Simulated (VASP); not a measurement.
Runs of VASP 6.6.1 on Si2As2O. The structure is that of space group P6/mmm (No. 191), or close to it. The cells are those of the table. The cell was built from a structure type or drawn by symmetry, and may not be a known phase.

```csv
task,cell,k mesh,cutoff (eV),gap on the mesh (eV),pressure (GPa),relaxed volume (Å³/atom)
relaxation of cell and atoms,"relaxed from a = 4.346, b = 4.346, c = 5.200 Å, angles 90.0, 90.0, 120.0°, 5 atoms",12 × 12 × 8,600,none,0.0,16.92
single point,"a = 4.333, b = 4.333, c = 5.197 Å, angles 90.0, 90.0, 120.0°, 5 atoms",12 × 12 × 8,520,none,0.1,-
relaxation of cell and atoms,"relaxed from a = 4.246, b = 4.246, c = 6.244 Å, angles 90.0, 90.0, 120.0°, 5 atoms",6 × 6 × 4,600,none,0.0,17.02
single point,"a = 4.346, b = 4.346, c = 5.200 Å, angles 90.0, 90.0, 120.0°, 5 atoms",6 × 6 × 4,520,none,0.1,-
single point,"a = 4.246, b = 4.246, c = 6.244 Å, angles 90.0, 90.0, 120.0°, 5 atoms",6 × 6 × 4,520,none,(a),-
```

Alike in all rows: level PBE; potentials or basis VASP PAW PBE potentials, release 64 (Si, As, O); no spin polarisation; smearing gaussian 0.1 eV.

Task: Estimate the missing entries.

Result: (a) -2.2.

Caveats: a cell axis changed by over 15 % at a fixed basis, so the end point is rough (at least some runs).

A k mesh can miss the band edges, and the runs leave out spin-orbit coupling on As.

A gap of «none» marks levels without a gap at the run's occupations.
